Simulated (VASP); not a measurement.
Write the native input for VASP 6.6.1 that does the following.

| Item | Value |
| --- | --- |
| Task | single point |
| Functional | LDA |
| Potentials or basis | VASP PAW LDA potentials, release 64 (C) |
| Cutoff | 600 eV |
| k mesh | 12 × 12 × 12 |
| Occupations | gaussian, width 0.01 eV |
| Spin | no spin polarisation |
| Dipole correction | no |
| Further INCAR settings | ALGO = Normal; EDIFF = 1e-06; NBANDS = 11 |

The structure of C lies in POSCAR:

```
C
1.0
    0.0000000000      1.7573064923      1.7573064923
    1.7573064923      0.0000000000      1.7573064923
    1.7573064923      1.7573064923      0.0000000000
C
2
Direct
    0.5000000000      0.5000000000      0.5000000000
    0.7500000000      0.7500000000      0.7500000000
```

The input as run:

INCAR

```
SYSTEM = C
PREC = Accurate
ENCUT = 600
EDIFF = 1E-6
ISMEAR = 0
SIGMA = 0.01
LREAL = .False.
LASPH = .True.
NELM = 120
ALGO = Normal
ISIF = 2
LWAVE = .False.
LCHARG = .False.
NBANDS = 11
GGA_COMPAT = .False.
```

KPOINTS

```
Automatic mesh
0
Gamma
  12 12 12
  0 0 0
```

Potentials or basis: VASP PAW LDA potentials, release 64 (C).

Run with:

```sh
$ cat potpaw_LDA.64/C/POTCAR > POTCAR
$ mpirun -np 1 vasp_std > vasp.out
```

It gave:

The pressure is 7.9 GPa. The band gap on the k mesh is 4.23 eV (least direct gap 5.67 eV).

Caveat: the cell stands under pressure.

Run time: 5.7 s on 1 thread of AMD EPYC 7R13 Processor (Zen 3), with other jobs on the host, peak memory 0.08 GiB.
